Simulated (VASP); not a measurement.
A run of VASP 6.6.1:

File INCAR:

```
ALGO     = Normal         # electronic algorithm
EDIFF    = 1E-6           # SCF threshold, eV
ENCUT    = 520            # plane-wave cutoff, eV
GGA      = PE             # functional
ISIF     = 2              # what is computed and relaxed
ISMEAR   = 0              # smearing method
IVDW     = 12             # dispersion correction
LASPH    = True           # aspherical terms in the spheres
LCHARG   = True           # write CHGCAR
LELF     = True           # ELF
LREAL    = False          # projectors in reciprocal space
LVHAR    = True         
LWAVE    = False          # write WAVECAR
NBANDS   = 18             # bands
NELM     = 60             # most SCF steps
PREC     = Accurate       # precision mode
SIGMA    = 0.05           # smearing width, eV
```

Contents of KPOINTS:

```
k-points
0
Gamma
  9 9 6
```

POSCAR

```
PtSe2
1.0
    3.8089411695      0.0000000000      0.0000000000
   -1.9044705847      3.2986402196      0.0000000000
    0.0000000000      0.0000000000      5.1774597744
Pt Se
1 2
Direct
    0.0000000000      0.0000000000      0.0000000000
    0.3333333333      0.6666666667      0.2500000000
    0.6666666667      0.3333333333      0.7500000000
```

Potentials or basis: VASP PAW PBE potentials, release 64 (Pt, Se).

Launch:

```bash
$ cat potpaw_PBE.64/Pt/POTCAR potpaw_PBE.64/Se/POTCAR > POTCAR
$ mpirun -np 1 vasp_std > vasp.out
```

Hardware: 1 thread of Intel Xeon 8259CL, with other jobs on the host.

Question: Estimate the wall time of this run.

Answer: It took 86 s on 1 thread of Intel Xeon 8259CL, with other jobs on the host, peak memory 0.24 GiB. Counts: scf iterations 13, k points 62.
